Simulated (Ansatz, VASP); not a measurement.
# Ti2Te3Pt: VASP beside Ansatz

```
Ti Te Pt
1.0
     6.09654    0.00000    0.00000
    -3.04827    5.27976    0.00000
     0.00000    0.00000    4.28203
Ti Te Pt
2 3 1
Direct
  0.66667 0.33333 0.96314
  0.33333 0.66667 0.96314
  0.50000 0.50000 0.45952
  0.50000 0.00000 0.45952
  0.00000 0.50000 0.45952
  0.00000 0.00000 0.88881
```

Change from the starting cell: species swapped into the ErCo3Ge2 type (P6mm, No. 183).

Alike in both runs: task relaxation of cell and atoms; functional PBE; k mesh 6 × 6 × 10; occupations gaussian, width 0.1 eV; no spin polarisation.

```csv
,VASP,Ansatz
version,VASP 6.6.1,Ansatz 0.2.0
potentials or method,"VASP PAW PBE potentials, release 64 (Ti_sv, Te, Pt), cutoff 600 eV","scalar-relativistic, plane waves, PAW"
valence electrons in the cell,52,90
```

|  | VASP | Ansatz | Ansatz less VASP |
| --- | --- | --- | --- |
| gap on the k mesh at the Fermi level, each at its own relaxed structure (eV) | none | none | - |
| relaxed volume (Å³/atom) | 23.65 | 23.65 | +0.002 |
| relaxed cell length with the largest relative difference (Å) | 4.331 | 4.332 | +0.0015 |

A gap of «none» marks a metal or a gap that the smearing closes. VASP's potentials hold 52 valence electrons a cell and Ansatz's 90, so a difference there can come from the potentials and not from the codes.

Spin-orbit coupling is off throughout.
